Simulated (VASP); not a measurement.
# Cr (Fd-3m) in VASP: settings compared

The runs below take Cr through single point, with HSE06, PBE.

Program: VASP 6.6.1. These are calculated values, not measurements. Logs are shortened: lines on timing, memory, paths and dates and some standing lists are left out, and cuts for length are marked.

## Step 1: The cell of the first run

Symmetry: Fd-3m, No. 227, cubic system. Conventional cell: a = 5.397 Å, b = 5.397 Å, c = 5.397 Å, α = 90.00°, β = 90.00°, γ = 90.00°. Within 3.1 Å of Cr (site symmetry -43m) lie 4 Cr at 2.34 Å.

This isn't the form of Cr at room conditions, which is bcc.

## Step 2: Single point, HSE06, collinear spin, antiferromagnetic start

POSCAR reads:

```
Cr
1.0
    0.0000000000      2.6985143257      2.6985143257
    2.6985143257      0.0000000000      2.6985143257
    2.6985143257      2.6985143257      0.0000000000
Cr
2
Direct
    0.1250000000      0.1250000000      0.1250000000
    0.8750000000      0.8750000000      0.8750000000
```

INCAR.step1 reads:

```
PREC     = Accurate       # precision mode
ENCUT    = 520            # plane-wave cutoff, eV
EDIFF    = 1E-5           # SCF threshold, eV
ISMEAR   = -1             # smearing method
SIGMA    = 0.1            # smearing width, eV
LREAL    = F              # projectors in reciprocal space
LASPH    = T              # aspherical terms in the spheres
NELM     = 150            # most SCF steps
ALGO     = Normal         # electronic algorithm
ISIF     = 2              # what is computed and relaxed
LWAVE    = T              # write WAVECAR
LCHARG   = F              # write CHGCAR
ISPIN    = 2              # spin polarisation
MAGMOM   = 2.598 -2.598   # initial moments
LORBIT   = 11             # projections on sites
LMAXMIX  = 4              # l up to which the mixer works
NBANDS   = 23             # bands
GGA      = PE             # functional
KPAR     = 4
```

INCAR.step2 reads:

```
PREC     = Accurate       # precision mode
ENCUT    = 520            # plane-wave cutoff, eV
EDIFF    = 1E-7           # SCF threshold, eV
ISMEAR   = -1             # smearing method
SIGMA    = 0.1            # smearing width, eV
LREAL    = F              # projectors in reciprocal space
LASPH    = T              # aspherical terms in the spheres
NELM     = 150            # most SCF steps
ALGO     = Normal         # electronic algorithm
ISIF     = 2              # what is computed and relaxed
LWAVE    = F              # write WAVECAR
LCHARG   = F              # write CHGCAR
ISPIN    = 2              # spin polarisation
MAGMOM   = 2.598 -2.598   # initial moments
LORBIT   = 11             # projections on sites
LMAXMIX  = 4              # l up to which the mixer works
GGA      = PE             # functional
LHFCALC  = T              # exact exchange
HFSCREEN = 0.2079         # screening, 1/A
PRECFOCK = Normal       
NBANDS   = 23             # bands
ISTART   = 1            
KPAR     = 4
```

KPOINTS reads:

```
regular mesh
0
Gamma
  5 5 5
```

Potentials or basis: VASP PAW PBE potentials, release 64 (Cr_pv).

Started as:

```console
$ cat potpaw_PBE.64/Cr_pv/POTCAR > POTCAR
$ cp INCAR.step1 INCAR
$ mpirun -np 4 vasp_std > vasp.out
$ cp INCAR.step2 INCAR
$ mpirun -np 4 vasp_std > vasp.out
```

OUTCAR:

```text
PREC = Accurate
   ENCUT = 520
   EDIFF = 1E-7
   ISMEAR = -1
   LREAL = F
   LASPH = T
   NELM = 150
   ISIF = 2
   ISPIN = 2
   LORBIT = 11
   GGA = PE
   LHFCALC = T
   HFSCREEN = 0.2079
   PRECFOCK = Normal
   ISTART = 1

 ion  position               nearest neighbor table
   1  0.125  0.125  0.125-   2 2.34   2 2.34   2 2.34   2 2.34
   2  0.875  0.875  0.875-   1 2.34   1 2.34   1 2.34   1 2.34

  LATTYP: Found a face centered cubic cell.
 ALAT       =     5.3970286514

  Lattice vectors:

 A1 = (   0.0000000000,   2.6985143257,   2.6985143257)
 A2 = (   2.6985143257,   0.0000000000,   2.6985143257)
 A3 = (   2.6985143257,   2.6985143257,   0.0000000000)

Analysis of symmetry for initial positions (statically):
=====================================================================
 Subroutine PRICEL returns:
 Original cell was already a primitive cell.

 Routine SETGRP: Setting up the symmetry group for a
 face centered cubic supercell.

 Subroutine GETGRP returns: Found 48 space group operations
 (whereof 12 operations were pure point group operations)
 out of a pool of 48 trial point group operations.

The static configuration has the point symmetry D_3d.
 The point group associated with its full space group is O_h .

Analysis of symmetry for dynamics (positions and initial velocities):
=====================================================================
 Subroutine PRICEL returns:
 Original cell was already a primitive cell.

 Routine SETGRP: Setting up the symmetry group for a
 face centered cubic supercell.

 Subroutine GETGRP returns: Found 48 space group operations
 (whereof 12 operations were pure point group operations)
 out of a pool of 48 trial point group operations.

The dynamic configuration has the point symmetry D_3d.
 The point group associated with its full space group is O_h .

Analysis of structural, dynamic, and magnetic symmetry:
=====================================================================
 Subroutine PRICEL returns:
 Original cell was already a primitive cell.

 Routine SETGRP: Setting up the symmetry group for a
 face centered cubic supercell.

 Subroutine GETGRP returns: Found 48 space group operations
 (whereof 12 operations were pure point group operations)
 out of a pool of 48 trial point group operations.

The overall configuration has the point symmetry D_3d.
 The point group associated with its full space group is O_h .
[... 110 lines left out ...]
   LHFCALC =     T    Hartree Fock is set to
   PRECFOCK=normal    Normal, Fast or Accurate (Low or Medium for compatibility)
   ENCUT4O =  -1.0   cutoff for four orbital integrals eV
   NKREDX  =     1    reduce k-point grid by
   NKREDY  =     1    reduce k-point grid by
   NKREDZ  =     1    reduce k-point grid by
   AEXX    =    0.2500 exact exchange contribution
   HFSCREEN=    0.2079 screening length (either q_TF or 0.3 A-1)
   HFSCREENC=   0.2079 screening length for correlation (either q_TF or 0.3 A-1)
   ENCUTFOCK=  -1.0 apply spherical cutoff to Coloumb kernel
   IVDW    =     0    specifies the selected vdW correction
   LEPSILON=     F    determine dielectric tensor
   LRPA    =     F    only Hartree local field effects (RPA)
 spin polarized calculation
  energy-cutoff  :      520.00
  volume of cell :       39.30
 maximum number of plane-waves:      1073
  NGX = 24; NGY = 24; NGZ = 24

 number of electron      23.9999998 magnetization      -0.0000000

 number of electron      23.9999998 magnetization       0.0000000

 Free energy of the ion-electron system (eV)
  ---------------------------------------------------
  ext. energy  EPLUGINS =         0.00000000
  ---------------------------------------------------
  free energy    TOTEN  =       -22.26743976 eV

  energy without entropy =      -22.22589117  energy(sigma->0) =      -22.24666547

 E-fermi :   5.1636     XC(G=0):  -8.5393

 val. band max:        4.4501399389   @ k =  -0.4000   0.4000   0.2000
 cond. band min:       5.2356482407   @ k =  -0.4000   0.2000   0.0000
 fundamental gap:      0.7855083018
 Fermi energy:         5.1636460846

 spin component 1

 k-point     1 :       0.0000    0.0000    0.0000
  band No.  band energies     occupation
      1     -42.0794      1.00000
      2     -42.0794      1.00000
      3     -42.0794      1.00000
      4     -37.0272      1.00000
      5     -37.0272      1.00000
      6     -37.0272      1.00000
[... 249 lines left out ...]
     22      18.0663      0.00000
     23      19.3829      0.00000
 Fermi energy:         5.1636460846

 spin component 2

 k-point     1 :       0.0000    0.0000    0.0000
  band No.  band energies     occupation
      1     -42.0794      1.00000
      2     -42.0794      1.00000
      3     -42.0794      1.00000
      4     -37.0272      1.00000
      5     -37.0272      1.00000
      6     -37.0272      1.00000
[... 249 lines left out ...]
     22      18.0663      0.00000
     23      19.3829      0.00000

------------------------ aborting loop because EDIFF is reached ----------------------------------------

  FORCE on cell =-STRESS in cart. coord.  units (eV):
  Direction    XX          YY          ZZ          XY          YZ          ZX
  --------------------------------------------------------------------------------------
  -------------------------------------------------------------------------------------
  Total        2.7717800      2.7717800      2.7717800      0.0000000      0.0000000      0.0000000
  in kB      112.9965426    112.9965426    112.9965426      0.0000000      0.0000000      0.0000000
  external PRESSURE =     112.9965426 kB  Pullay stress =       0.0000000 kB

 VOLUME and BASIS-vectors are now :
 -----------------------------------------------------------------------------
  energy-cutoff  :      520.00
  volume of cell :       39.30
      direct lattice vectors                 reciprocal lattice vectors
     0.000000000  2.698514326  2.698514326    -0.185287139  0.185287139  0.185287139
     2.698514326  0.000000000  2.698514326     0.185287139 -0.185287139  0.185287139
     2.698514326  2.698514326  0.000000000     0.185287139  0.185287139 -0.185287139

 POSITION                                       TOTAL-FORCE (eV/Angst)
 -----------------------------------------------------------------------------------
      0.67463      0.67463      0.67463        -0.000000     -0.000000     -0.000000
      4.72240      4.72240      4.72240         0.000000      0.000000      0.000000
 -----------------------------------------------------------------------------------
    total drift:                                0.000000      0.000000     -0.000000

  FREE ENERGIE OF THE ION-ELECTRON SYSTEM (eV)
  ---------------------------------------------------
  free  energy   TOTEN  =       -22.2674397630 eV

  energy  without entropy=      -22.2258911676  energy(sigma->0) =      -22.24666547

 total charge

# of ion       s       p       d       tot
------------------------------------------
    1        0.396   6.138   4.401  10.935
    2        0.396   6.138   4.401  10.935
--------------------------------------------------
tot          0.793  12.277   8.801  21.871

 magnetization (x)

# of ion       s       p       d       tot
------------------------------------------
    1        0.017  -0.043   3.757   3.731
    2       -0.017   0.043  -3.757  -3.731
--------------------------------------------------
tot          0.000   0.000   0.000   0.000
```

It took 44 min on 4 MPI ranks of Intel Xeon Platinum 8259CL at 2.50GHz (Skylake/Cascade Lake), shared host; peak memory 0.3 GiB.

What came out:

| Item | Value |
| --- | --- |
| Free energy | -22.2674 eV |
| Pressure | 11.3 GPa |
| Band gap on the k mesh | zero (filled and empty bands overlap) |
| Net moment | 0.00 μB per cell |
| Site moments | Cr +3.73, -3.73 μB |
| Valence electrons inside the program's atomic spheres | Cr 10.94 |

Levels at points of the mesh, in eV from the Fermi level:
Spin up:
```tsv
k point	band 10	band 11	band 12	band 13	band 14	band 15
(0.00, 0.00, 0.00)	-2.57	-2.42	-2.42	3.39	3.39	3.39
```
Spin down:
```csv
k point,band 9,band 10,band 11,band 12,band 13,band 14,band 15,band 16
"(0.00, 0.00, 0.00)",-2.57,-2.57,-2.42,-2.42,3.39,3.39,3.39,5.51
```

Caveat: the k points lie up to 0.40 Å⁻¹ apart; an empty level that is flat over the whole mesh can mark a ghost state of the potentials, or a narrow d or f band; the PAW data sets were made with another functional, which shifts forces and pressure a little.

## Step 3: Single point, PBE, collinear spin, antiferromagnetic start (19.65 Å³/atom)

INCAR reads:

```
PREC = Accurate ; ENCUT = 520
EDIFF = 1E-6 ; ISMEAR = -1
SIGMA = 0.05 ; LREAL = False
LASPH = True ; NELM = 150
ALGO = Normal ; ISIF = 2
LWAVE = False ; LCHARG = True
ISPIN = 2 ; MAGMOM = 2.598 -2.598
LORBIT = 11 ; LMAXMIX = 4
GGA = PE ; LELF = True
LVHAR = True ; NBANDS = 23
```

KPOINTS reads:

```
Automatic mesh
0
Gamma
  17 17 17
```

POSCAR reads:

```
Cr
1.0
    0.0000000000      2.6985095788      2.6985095788
    2.6985095788      0.0000000000      2.6985095788
    2.6985095788      2.6985095788      0.0000000000
Cr
2
Direct
    0.1250000000      0.1250000000      0.1250000000
    0.8750000000      0.8750000000      0.8750000000
```

Potentials or basis: VASP PAW PBE potentials, release 64 (Cr_pv).

Started as:

```console
$ cat potpaw_PBE.64/Cr_pv/POTCAR > POTCAR
$ mpirun -np 1 vasp_std > vasp.out
```

Wall time 5.7 min (1 thread of Intel Xeon 8259CL, shared host); peak memory 0.32 GiB.

It converged, with:

- Free energy: -15.2283 eV
- Pressure: 0.2 GPa
- Band gap on the k mesh: zero (filled and empty bands overlap)
- Net moment: 0.00 μB per cell
- Site moments: Cr +2.85, -2.85 μB
- Valence electrons inside the program's atomic spheres: Cr 10.89

Levels at points of the mesh, in eV from the Fermi level:
Spin up:
```
           k point  band 8  band 9  band 10  band 11  band 12  band 13  band 14  band 15  band 16  band 17
(0.00, 0.00, 0.00)   -1.15   -1.15    -1.02    -1.02    -1.02     1.75     1.75     1.75     3.45     3.45
```
Spin down:
| k point | band 9 | band 10 | band 11 | band 12 | band 13 | band 14 | band 15 | band 16 |
| --- | --- | --- | --- | --- | --- | --- | --- | --- |
| (0.00, 0.00, 0.00) | -1.15 | -1.02 | -1.02 | -1.02 | 1.75 | 1.75 | 1.75 | 3.45 |

Caveat: an empty level that is flat over the whole mesh can mark a ghost state of the potentials, or a narrow d or f band.

## Step 4: Single point, PBE, collinear spin, antiferromagnetic start (20.44 Å³/atom)

This run uses another cell than the first one, of 20.44 Å³/atom.

INCAR reads:

```
ALGO = Normal
EDIFF = 1E-7
ENCUT = 520
GGA = PE
ISIF = 2
ISMEAR = -1
ISPIN = 2
LASPH = T
LCHARG = T
LELF = T
LMAXMIX = 4
LORBIT = 11
LREAL = F
LVHAR = T
LWAVE = F
MAGMOM = 2.598 -2.598
NBANDS = 23
NELM = 150
PREC = Accurate
SIGMA = 0.05
```

KPOINTS reads:

```
k-points
0
Gamma
  17 17 17
```

POSCAR reads:

```
Cr
1.0
    0.0000000000      2.7340203560      2.7340203560
    2.7340203560      0.0000000000      2.7340203560
    2.7340203560      2.7340203560      0.0000000000
Cr
2
Direct
    0.1250000000      0.1250000000      0.1250000000
    0.8750000000      0.8750000000      0.8750000000
```

Started as:

```console
$ cat potpaw_PBE.64/Cr_pv/POTCAR > POTCAR
$ mpirun -np 1 vasp_std > vasp.out
```

Run time: 8 min. Hardware: 1 thread of Intel Xeon 8259CL, shared host; peak memory 0.34 GiB.

Results (log left out):

```
Free energy                                           : -15.2244 eV
Pressure                                              : -1.1 GPa
Band gap on the k mesh                                : zero (filled and empty bands overlap)
Net moment                                            : 0.00 μB per cell
Site moments                                          : Cr +2.96, -2.96 μB
Valence electrons inside the program's atomic spheres : Cr 10.84
```

Levels at points of the mesh, in eV from the Fermi level:
Spin up:
```tsv
k point	band 10	band 11	band 12	band 13	band 14	band 15
(0.00, 0.00, 0.00)	-0.97	-0.97	-0.97	1.82	1.82	1.82
```
Spin down:
| k point | band 9 | band 10 | band 11 | band 12 | band 13 | band 14 | band 15 | band 16 |
| --- | --- | --- | --- | --- | --- | --- | --- | --- |
| (0.00, 0.00, 0.00) | -1.06 | -0.97 | -0.97 | -0.97 | 1.82 | 1.82 | 1.82 | 3.44 |

Caveat: an empty level that is flat over the whole mesh can mark a ghost state of the potentials, or a narrow d or f band.

## Step 5: Summary

```tsv
level	cell	k mesh	smearing	grid for exact exchange (PRECFOCK)	share of exact exchange	screening parameter	gap on the mesh (eV)	pressure (GPa)	moment (μB)
HSE06	a = 3.816 Å, angles 60.0°, 2 atoms	5 × 5 × 5	fermi-dirac 0.1 eV	Normal	0.25	0.2079 1/Å	none	11.3	0.00
PBE	a = 3.816 Å, angles 60.0°, 2 atoms	17 × 17 × 17	fermi-dirac 0.05 eV	-	-	-	none	0.2	0.00
PBE	a = 3.866 Å, angles 60.0°, 2 atoms	17 × 17 × 17	fermi-dirac 0.05 eV	-	-	-	none	-1.1	0.00
```

Alike in all rows: task single point; potentials or basis VASP PAW PBE potentials, release 64 (Cr_pv); spin collinear, antiferromagnetic start; cutoff (eV) 520.

Caveats: some runs use coarse meshes; an empty level that is flat over the whole mesh can mark a ghost state of the potentials, or a narrow d or f band; the PAW data sets were made with another functional, which shifts forces and pressure a little (at least some runs).

Absolute energies hang on the potentials; compare differences alone.
